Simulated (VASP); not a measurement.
A run of VASP 6.6.1 is set up as follows.

INCAR

```
PREC     = Accurate       # precision mode
ENCUT    = 520            # plane-wave cutoff, eV
EDIFF    = 1E-6           # SCF threshold, eV
ISMEAR   = 0              # smearing method
SIGMA    = 0.1            # smearing width, eV
LREAL    = False          # projectors in reciprocal space
LASPH    = True           # aspherical terms in the spheres
NELM     = 80             # most SCF steps
ALGO     = Fast           # electronic algorithm
ISIF     = 2              # what is computed and relaxed
LWAVE    = False          # write WAVECAR
LCHARG   = False          # write CHGCAR
GGA      = PE             # functional
NBANDS   = 41             # bands
```

KPOINTS

```
regular mesh
0
Gamma
  4 4 4
```

File POSCAR:

```
In4Ge
1.0
    4.3791164400      0.0000000000      0.0000000000
    0.0000000000      4.3791164400      0.0000000000
    0.0000000000      0.0000000000      4.3791164400
In Ge
4 1
Direct
    0.5000000000      0.5000000000      0.5000000000
    0.5000000000      0.0000000000      0.0000000000
    0.0000000000      0.5000000000      0.0000000000
    0.0000000000      0.0000000000      0.5000000000
    0.0000000000      0.0000000000      0.0000000000
```

Potentials or basis: VASP PAW PBE potentials, release 64 (In_d, Ge_d).

Command:

```sh
$ cat potpaw_PBE.64/In_d/POTCAR potpaw_PBE.64/Ge_d/POTCAR > POTCAR
$ mpirun -np 1 vasp_std > vasp.out
```

(1) Predict the band gap on the k mesh.

(2) What does it give for the pressure?

## Answers

(1) zero (bands 33 and 34 overlap by 1.93 eV).

(2) 85.7 GPa.

Caveat: the cell stands under pressure; spin-orbit coupling is left out, which moves the levels of the heavy elements.
